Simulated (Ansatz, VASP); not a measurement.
Rh in VASP and in Ansatz

POSCAR

```
Rh
1.0
    2.8075939783      0.0000000000      0.0000000000
   -1.4037969891      2.4314477088      0.0000000000
    0.0000000000      0.0000000000      4.5246162096
Rh
2
Direct
    0.3333333333      0.6666666667      0.2500000000
    0.6666666667      0.3333333333      0.7500000000
```

File INCAR.step1:

```
SYSTEM = Rh
ALGO = Normal ; EDIFF = 1E-4
ENCUT = 520 ; GGA = PE
ISMEAR = -1 ; LASPH = .TRUE.
LCHARG = .FALSE. ; LREAL = .FALSE.
LWAVE = .TRUE. ; NBANDS = 22
NELM = 60 ; PREC = Accurate
SIGMA = 0.1
```

File INCAR.step2:

```
SYSTEM = Rh
ALGO = Normal ; EDIFF = 1E-6
ENCUT = 520 ; ISIF = 2
ISMEAR = -1 ; ISTART = 1
LASPH = .TRUE. ; LCHARG = .FALSE.
LMIXTAU = .TRUE. ; LREAL = .FALSE.
LWAVE = .FALSE. ; METAGGA = R2SCAN
NBANDS = 22 ; NELM = 60
PREC = Accurate ; SIGMA = 0.1
```

KPOINTS

```
k-points
0
G
  15 15 8
  0 0 0
```

Input for Ansatz:

```yaml
crystal:
  lattice:
    - [2.8075939783, 0.0, 0.0]
    - [-1.4037969891, 2.4314477088, 0.0]
    - [0.0, 0.0, 4.5246162096]
  atoms:
    - { symbol: Rh, position: [0.3333333333, 0.6666666667, 0.25] }
    - { symbol: Rh, position: [0.6666666667, 0.3333333333, 0.75] }
hamiltonian:
  xc: r2scan
  pseudopotentials:
    kind: paw
    azcp:
      Rh: "pseudopotentials/Rh.paw.azcp"
basis:
  ecutwfc: 500
  fft_grid_basis: typed
kpoints:
  mp_grid: { grid: [15, 15, 8], shift: [0, 0, 0] }
magnetization:
  spin_polarized: false
scf:
  occupations: { method: fermi_dirac, width: 0.1 }
  lower_state_search: "off"
output:
  stress: true
```

Alike in both runs: task single point; functional r2SCAN; k mesh 15 × 15 × 8; occupations fermi-dirac, width 0.1 eV; no spin polarisation.

|  | VASP | Ansatz |
| --- | --- | --- |
| version | VASP 6.6.1 | Ansatz 0.2.0 |
| potentials or method | VASP PAW PBE potentials, release 64 (Rh_pv), cutoff 520 eV | plane waves (500 eV) with PAW, scalar-relativistic |
| valence electrons in the cell | 30 | 34 |

|  | VASP | Ansatz | Ansatz less VASP |
| --- | --- | --- | --- |
| pressure (GPa) | -22.7 | -23.3 | -0.65 |
| traceless stress, the component that is largest in VASP (GPa) | -0.63 | -0.65 | -0.025 |

VASP's potentials were made for PBE, not for r2SCAN. VASP's potentials hold 30 valence electrons a cell and Ansatz's 34, so a difference there can come from the potentials and not from the codes.
